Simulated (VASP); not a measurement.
# Br in VASP: notebook, part 3 of 3

VASP 6.6.1. Earlier steps stand in the parts before.

### Step 5. Single point, LDA

This run uses another cell than the first one, of 31.32 Å³/atom.

INCAR

```
SYSTEM = Br
PREC     = Accurate       ! precision mode
ENCUT    = 520            ! plane-wave cutoff, eV
EDIFF    = 1E-7           ! SCF threshold, eV
ISMEAR   = -1             ! smearing method
SIGMA    = 0.1            ! smearing width, eV
LREAL    = .False.        ! projectors in reciprocal space
LASPH    = .True.         ! aspherical terms in the spheres
NELM     = 60             ! most SCF steps
ALGO     = Normal         ! electronic algorithm
ISIF     = 2              ! what is computed and relaxed
LWAVE    = .False.        ! write WAVECAR
LCHARG   = .False.        ! write CHGCAR
NBANDS   = 18             ! bands
```

KPOINTS

```
regular mesh
0
Gamma
  8 8 8
  0 0 0
```

POSCAR

```
Br
1.0
    4.5210126667      0.0000000000      0.0000000000
    0.0000000000      4.5210126667      0.0000000000
    0.0000000000      0.0000000000      4.5976400000
Br
3
Direct
    0.5000000000      0.0000000000      0.0000000000
    0.0000000000      0.5000000000      0.0000000000
    0.0000000000      0.0000000000      0.5000000000
```

Potentials or basis: VASP PAW LDA potentials, release 64 (Br).

Command:

```
$ cat potpaw_LDA.64/Br/POTCAR > POTCAR
$ mpirun -np 1 vasp_std > vasp.out
```

OUTCAR:

```text
SYSTEM = Br
   PREC = Accurate
   ENCUT = 520
   EDIFF = 1E-7
   ISMEAR = -1
   LREAL = .False.
   LASPH = .True.
   NELM = 60
   ISIF = 2

 ion  position               nearest neighbor table
   1  0.500  0.000  0.000-
   2  0.000  0.500  0.000-
   3  0.000  0.000  0.500-

  LATTYP: Found a simple tetragonal cell.
 ALAT       =     4.5210126667
 C/A-ratio  =     1.0169491525

  Lattice vectors:

 A1 = (   4.5210126667,   0.0000000000,   0.0000000000)
 A2 = (   0.0000000000,   4.5210126667,   0.0000000000)
 A3 = (   0.0000000000,   0.0000000000,   4.5976400000)

Analysis of symmetry for initial positions (statically):
=====================================================================
 Subroutine PRICEL returns:
 Original cell was already a primitive cell.

 Routine SETGRP: Setting up the symmetry group for a
 simple tetragonal supercell.

 Subroutine GETGRP returns: Found 16 space group operations
 (whereof 16 operations were pure point group operations)
 out of a pool of 16 trial point group operations.

The static configuration has the point symmetry D_4h.

Analysis of symmetry for dynamics (positions and initial velocities):
=====================================================================
 Subroutine PRICEL returns:
 Original cell was already a primitive cell.

 Routine SETGRP: Setting up the symmetry group for a
 simple tetragonal supercell.

 Subroutine GETGRP returns: Found 16 space group operations
 (whereof 16 operations were pure point group operations)
 out of a pool of 16 trial point group operations.

The dynamic configuration has the point symmetry D_4h.

 Subroutine INISYM returns: Found 16 space group operations
 (whereof 16 operations are pure point group operations),
 and found     1 'primitive' translations

----------------------------------------------------------------------------------------

                                     Primitive cell

  volume of cell :      93.9737

  direct lattice vectors                    reciprocal lattice vectors
     4.521012667  0.000000000  0.000000000     0.221189382  0.000000000  0.000000000
     0.000000000  4.521012667  0.000000000     0.000000000  0.221189382  0.000000000
     0.000000000  0.000000000  4.597640000     0.000000000  0.000000000  0.217502893

  length of vectors
     4.521012667  4.521012667  4.597640000     0.221189382  0.221189382  0.217502893

  position of ions in fractional coordinates (direct lattice)
     0.500000000  0.000000000  0.000000000
     0.000000000  0.500000000  0.000000000
     0.000000000  0.000000000  0.500000000

  ion indices of the primitive-cell ions
   primitive index   ion index
                 1           1
                 2           2
                 3           3

----------------------------------------------------------------------------------------

 KPOINTS: regular mesh

Automatic generation of k-mesh.
 Grid dimensions read from file:
 generate k-points for:    8    8    8

 Generating k-lattice:

  Cartesian coordinates                     Fractional coordinates (reciprocal lattice)
     0.027648673  0.000000000  0.000000000     0.125000000  0.000000000  0.000000000
     0.000000000  0.027648673  0.000000000     0.000000000  0.125000000  0.000000000
     0.000000000  0.000000000  0.027187862     0.000000000  0.000000000  0.125000000

  Length of vectors
     0.027648673  0.027648673  0.027187862

  Shift w.r.t. Gamma in fractional coordinates (k-lattice)
     0.000000000  0.000000000  0.000000000

 Subroutine IBZKPT returns following result:
 ===========================================

 Found     75 irreducible k-points:

 Following reciprocal coordinates:
            Coordinates               Weight
  0.000000  0.000000  0.000000      1.000000
  0.125000  0.000000  0.000000      4.000000
  0.250000  0.000000  0.000000      4.000000
  0.375000  0.000000  0.000000      4.000000
  0.500000  0.000000  0.000000      2.000000
  0.125000  0.125000  0.000000      4.000000
[... 16 lines left out ...]
  0.375000  0.125000  0.125000     16.000000
  0.500000  0.125000  0.125000      8.000000
 [... further k-points ...]
   k-points           NKPTS =     75   k-points in BZ     NKDIM =     75   number of bands    NBANDS=     18
   number of dos      NEDOS =    301   number of ions     NIONS =      3
   total plane-waves  NPLWV =  46656
   dimension x,y,z NGX =    36 NGY =   36 NGZ =   36
   dimension x,y,z NGXF=    72 NGYF=   72 NGZF=   72
   ions per type =               3
   NGX,Y,Z   is equivalent  to a cutoff of  13.24, 13.24, 13.02 a.u.
   NGXF,Y,Z  is equivalent  to a cutoff of  26.48, 26.48, 26.03 a.u.
 SYSTEM =  Br
   PREC   = accura    normal or accurate (medium, high low for compatibility)
   ISTART =      0    job   : 0-new  1-cont  2-samecut
   ICHARG =      2    charge: 1-file 2-atom 10-const
   ISPIN  =      1    spin polarized calculation?
   LNONCOLLINEAR =      F non collinear calculations
   LSORBIT =      F    spin-orbit coupling
   LASPH  =      T    aspherical Exc in radial PAW
   ENCUT  =  520.0 eV  38.22 Ry    6.18 a.u.   8.41  8.41  8.55*2*pi/ulx,y,z
   NELM   =     60;   NELMIN=  2; NELMDL= -5     # of ELM steps
   EDIFF  = 0.1E-06   stopping-criterion for ELM
   LREAL  =      F    real-space projection
   EDIFFG = 0.1E-05   stopping-criterion for IOM
   NSW    =      0    number of steps for IOM
   IBRION =     -1    ionic relax: 0-MD 1-quasi-New 2-CG
   NFREE  =      0    steps in history (QN), initial steepest desc. (CG)
   ISIF   =      2    stress and relaxation
   ISYM   =      2    0-nonsym 1-usesym 2-fastsym
   POTIM  = 0.5000    time-step for ionic-motion
   TEBEG  =    0.0;   TEEND  =   0.0 temperature during run
   PSTRESS=    0.0 pullay stress
   NELECT =      21.0000    total number of electrons
   NUPDOWN=      -1.0000    fix difference up-down
   EMIN   =  10.00;   EMAX   =-10.00  energy-range for DOS
   EFERMI =   0.00;   METHOD = LEGACY
   ISMEAR =    -1;   SIGMA  =   0.10  broadening in eV -4-tet -1-fermi 0-gaus
   EFERMI_NEDOS =   21; number of points for ismear=-14 and -15
   IALGO  =     38    algorithm
   IMIX   =      4    mixing-type and parameters
     AMIX     =   0.40;   BMIX     =  1.00
     AMIX_MAG =   1.60;   BMIX_MAG =  1.00
  volume/ion in A,a.u.               =      31.32       211.39
  Fermi-wavevector in a.u.,A,eV,Ry     =   0.993449  1.877347 13.428160  0.986942
  Thomas-Fermi vector in A             =   2.125332
   LORBIT       =      0    0 simple, 1 ext, 2 COOP (PROOUT), +10 PAW based schemes
   GGA     = CA    functional components
   LHFCALC =     F    Hartree Fock is set to
   AEXX    =    0.0000 exact exchange contribution
   IVDW    =     0    specifies the selected vdW correction
   LEPSILON=     F    determine dielectric tensor
   LRPA    =     F    only Hartree local field effects (RPA)
 non-spin polarized calculation
  energy-cutoff  :      520.00
  volume of cell :       93.97
 maximum number of plane-waves:      2547
 NGX is ok and might be reduce to    36
   NGX = 17   NGY = 17   NGZ = 17

 number of electron      20.9999998 magnetization

 Free energy of the ion-electron system (eV)
  ---------------------------------------------------
  ext. energy  EPLUGINS =         0.00000000
  ---------------------------------------------------
  free energy    TOTEN  =        -4.79213015 eV

  energy without entropy =       -4.61300421  energy(sigma->0) =       -4.70256718

 E-fermi :   0.4463     XC(G=0):  -8.6883

 val. band max:        0.4432860522   @ k =   0.3750   0.0000   0.1250
 cond. band min:       0.4535519601   @ k =   0.1250   0.0000   0.3750
 fundamental gap:      0.0102659079
 Fermi energy:         0.4462808639

 k-point     1 :       0.0000    0.0000    0.0000
  band No.  band energies     occupation
      1     -14.9297      2.00000
      2     -13.0284      2.00000
      3     -13.0234      2.00000
      4      -3.4543      2.00000
      5      -3.4054      2.00000
      6      -3.4054      2.00000
[... 10 lines left out ...]
     17       9.0631      0.00000
     18       9.0634      0.00000
[... 463 lines left out ...]
 k-point    24 :       0.5000    0.1250    0.1250
  band No.  band energies     occupation
      1     -14.2594      2.00000
      2     -13.7646      2.00000
      3     -13.1002      2.00000
      4      -3.2208      2.00000
      5      -2.4800      2.00000
      6      -2.3162      2.00000
[... 10 lines left out ...]
     17      10.8077      0.00000
     18      11.1194      0.00000

 [... further k-points ...]

------------------------ aborting loop because EDIFF is reached ----------------------------------------

  FORCE on cell =-STRESS in cart. coord.  units (eV):
  Direction    XX          YY          ZZ          XY          YZ          ZX
  --------------------------------------------------------------------------------------
  -------------------------------------------------------------------------------------
  Total       -1.9651208     -1.9651208     -1.8578864      0.0000000     -0.0000000     -0.0000000
  in kB      -33.5037509    -33.5037509    -31.6754881      0.0000000     -0.0000000     -0.0000000
  external PRESSURE =     -32.8943300 kB  Pullay stress =       0.0000000 kB

 VOLUME and BASIS-vectors are now :
 -----------------------------------------------------------------------------
  energy-cutoff  :      520.00
  volume of cell :       93.97
      direct lattice vectors                 reciprocal lattice vectors
     4.521012667  0.000000000  0.000000000     0.221189382  0.000000000  0.000000000
     0.000000000  4.521012667  0.000000000     0.000000000  0.221189382  0.000000000
     0.000000000  0.000000000  4.597640000     0.000000000  0.000000000  0.217502893

 POSITION                                       TOTAL-FORCE (eV/Angst)
 -----------------------------------------------------------------------------------
      2.26051      0.00000      0.00000         0.000000      0.000000      0.000000
      0.00000      2.26051      0.00000         0.000000      0.000000      0.000000
      0.00000      0.00000      2.29882         0.000000      0.000000      0.000000
 -----------------------------------------------------------------------------------
    total drift:                                0.000000      0.000000     -0.000000

  FREE ENERGIE OF THE ION-ELECTRON SYSTEM (eV)
  ---------------------------------------------------
  free  energy   TOTEN  =        -4.7921301467 eV

  energy  without entropy=       -4.6130042058  energy(sigma->0) =       -4.70256718
```

Run time: 32 s. Hardware: 1 thread of Intel Xeon 6975P-C (Granite Rapids), shared host; peak memory 0.22 GiB.

Results:

```
Free energy            : -4.7921 eV
Pressure               : -3.3 GPa
Band gap on the k mesh : zero (an odd number of electrons rules out a gap without spin polarisation)
```

Stress tensor (GPa, compression positive):
```
-3.35  0.00  0.00
 0.00 -3.35  0.00
 0.00  0.00 -3.17
```

Levels at points of the mesh, in eV from the Fermi level:
```csv
k point,band 8,band 9,band 10,band 11,band 12,band 13,band 14,band 15
"(0.00, 0.00, 0.00)",-0.97,-0.97,0.35,0.35,0.36,4.64,7.02,7.98
"(0.50, 0.00, 0.00)",-1.85,-1.84,-1.51,-0.10,-0.05,7.08,7.82,9.34
"(0.50, 0.50, 0.00)",-1.90,-1.77,-1.77,0.32,0.60,7.74,8.44,10.06
"(0.00, 0.00, 0.50)",-1.75,-1.75,-1.46,-0.04,-0.04,6.99,7.69,9.22
"(0.50, 0.00, 0.50)",-1.92,-1.77,-1.67,0.24,0.55,7.81,8.62,9.86
"(0.50, 0.50, 0.50)",0.27,0.37,0.57,0.57,0.62,5.12,9.20,9.34
```

Caveat: the cell stands under tension; an odd number of electrons without spin polarisation forces a metal; a magnetic or distorted state may lie lower.

### Step 6. Single point, LDA

This run uses another cell than the first one, of 33.48 Å³/atom.

INCAR

```
PREC     = Accurate       # precision mode
ENCUT    = 520            # plane-wave cutoff, eV
EDIFF    = 1E-7           # SCF threshold, eV
ISMEAR   = -1             # smearing method
SIGMA    = 0.1            # smearing width, eV
LREAL    = F              # projectors in reciprocal space
LASPH    = T              # aspherical terms in the spheres
NELM     = 100            # most SCF steps
ALGO     = Normal         # electronic algorithm
ISIF     = 2              # what is computed and relaxed
LWAVE    = F              # write WAVECAR
LCHARG   = F              # write CHGCAR
GGA      = CA             # functional
NBANDS   = 18             # bands
```

KPOINTS

```
regular mesh
0
Gamma
  8 8 8
```

POSCAR

```
Br
1.0
    4.6742673333      0.0000000000      0.0000000000
    0.0000000000      4.6742673333      0.0000000000
    0.0000000000      0.0000000000      4.5976400000
Br
3
Direct
    0.5000000000      0.0000000000      0.0000000000
    0.0000000000      0.5000000000      0.0000000000
    0.0000000000      0.0000000000      0.5000000000
```

Potentials or basis: VASP PAW LDA potentials, release 64 (Br).

Command:

```
$ cat potpaw_LDA.64/Br/POTCAR > POTCAR
$ mpirun -np 1 vasp_std > vasp.out
```

It took 30 s on 1 thread of Intel Xeon 6975P-C (Granite Rapids), shared host; peak memory 0.23 GiB.

Results (log left out):

```yaml
Free_energy: -4.6367 eV
Pressure: -4.3 GPa
Band_gap_on_the_k_mesh: zero (an odd number of electrons rules out a gap without spin polarisation)
```

Stress tensor (GPa, compression positive):
```
-4.27  0.00  0.00
 0.00 -4.27  0.00
 0.00  0.00 -4.42
```

Levels at points of the mesh, in eV from the Fermi level:
| k point | band 6 | band 7 | band 8 | band 9 | band 10 | band 11 | band 12 | band 13 | band 14 | band 15 |
| --- | --- | --- | --- | --- | --- | --- | --- | --- | --- | --- |
| (0.00, 0.00, 0.00) | -3.46 | -0.88 | -0.88 | -0.87 | 0.31 | 0.32 | 0.32 | 4.93 | 6.92 | 8.10 |
| (0.50, 0.00, 0.00) | -2.23 | -1.86 | -1.58 | -1.57 | -1.30 | -0.07 | -0.02 | 7.16 | 7.77 | 9.17 |
| (0.50, 0.50, 0.00) | -1.92 | -1.76 | -1.76 | -1.52 | -1.52 | 0.18 | 0.47 | 7.94 | 8.85 | 9.89 |
| (0.00, 0.00, 0.50) | -2.20 | -1.94 | -1.66 | -1.66 | -1.34 | -0.08 | -0.08 | 7.23 | 7.89 | 9.29 |
| (0.50, 0.00, 0.50) | -1.89 | -1.74 | -1.70 | -1.60 | -1.51 | 0.25 | 0.51 | 7.88 | 8.68 | 9.95 |
| (0.50, 0.50, 0.50) | -3.44 | -3.33 | 0.23 | 0.32 | 0.49 | 0.53 | 0.53 | 5.44 | 9.17 | 9.17 |

Caveat: the cell stands under tension; an odd number of electrons without spin polarisation forces a metal; a magnetic or distorted state may lie lower.

### Step 7. The runs side by side

| cell | gap on the mesh (eV) | pressure (GPa) |
| --- | --- | --- |
| a = 4.598 Å, 3 atoms | none | -3.9 |
| a = 4.368, b = 4.368, c = 4.598 Å, 3 atoms | none | -1.6 |
| a = 4.444, b = 4.444, c = 4.598 Å, 3 atoms | none | -2.5 |
| a = 4.521, b = 4.521, c = 4.598 Å, 3 atoms | none | -3.3 |
| a = 4.674, b = 4.674, c = 4.598 Å, 3 atoms | none | -4.3 |

Alike in all rows: task single point; level LDA; potentials or basis VASP PAW LDA potentials, release 64 (Br); no spin polarisation; k mesh 8 × 8 × 8; cutoff (eV) 520; smearing fermi-dirac 0.1 eV.

Caveats: an odd number of electrons without spin polarisation forces a metal; a magnetic or distorted state may lie lower; the cell stands under tension (at least some runs).

Absolute energies hang on the potentials; compare differences alone.
